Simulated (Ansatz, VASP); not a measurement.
**Ba in VASP and in Ansatz**

INCAR

```
SYSTEM = Ba
PREC = Accurate
ENCUT = 500
EDIFF = 1E-6
ISMEAR = -1
SIGMA = 0.05
LREAL = .FALSE.
LASPH = .TRUE.
NELM = 120
ALGO = Normal
ISIF = 2
LWAVE = .FALSE.
LCHARG = .FALSE.
GGA = LIBXC
LIBXC1 = GGA_X_PBE_R
LIBXC2 = LDA_C_PW
NBANDS = 11
GGA_COMPAT = .FALSE.
```

File KPOINTS:

```
Automatic mesh
0
G
  8 8 8
  0 0 0
```

The input POSCAR:

```
Ba
1.0
   -2.5065000000      2.5065000000      2.5065000000
    2.5065000000     -2.5065000000      2.5065000000
    2.5065000000      2.5065000000     -2.5065000000
Ba
1
Direct
    0.0000000000      0.0000000000      0.0000000000
```

File input.yaml:

```yaml
crystal:
  lattice:
    - [-2.5065, 2.5065, 2.5065]
    - [2.5065, -2.5065, 2.5065]
    - [2.5065, 2.5065, -2.5065]
  atoms:
    - { symbol: Ba, position: [0.0, 0.0, 0.0] }
kpoints:
  mp_grid: { grid: [8, 8, 8] }
  band_path:
    path:
      - [0.0, 0.0, 0.0]
      - [0.5, -0.5, 0.5]
      - [0.0, 0.0, 0.5]
      - [0.0, 0.0, 0.0]
      - [0.25, 0.25, 0.25]
      - [0.5, -0.5, 0.5]
    npoints: 8
scf:
  occupations: { method: fermi_dirac, width: 0.05 }
hamiltonian:
  xc: { exchange: revpbe, correlation: lda }
  pseudopotentials:
    kind: all_electron
    lapw: { basis_error: 0.0005 }
    dirac_shells: { Ba: ["3p", "3d"] }
output:
  forces: true
  stress: true
  eigenvalues: true
  fatbands: true
  dos: { projected: true, de: 0.1, e_range: [-20, 6] }
  populations: true
```

Alike in both runs: functional revpbe exchange, lda correlation; k mesh 8 × 8 × 8; occupations fermi-dirac, width 0.05 eV; no spin polarisation.

|  | VASP | Ansatz |
| --- | --- | --- |
| version | VASP 6.6.1 | Ansatz 0.2.0 |
| potentials or method | VASP PAW PBE potentials, release 64 (Ba_sv), cutoff 500 eV | all-electron LAPW, inner shells corrected to Dirac's equation |
| task | single point | projected density of states |

|  | VASP | Ansatz | Ansatz less VASP |
| --- | --- | --- | --- |
| gap on the k mesh at the Fermi level (eV) | none | none | - |
| pressure (GPa) | 1.5 | 1.4 | -0.06 |

VASP's potentials were made for PBE, not for revpbe exchange, lda correlation. A gap of «none» marks a metal or a gap that the smearing closes. Ansatz ran all-electron here, and VASP with PAW potentials.

Neither program's run includes spin-orbit coupling.
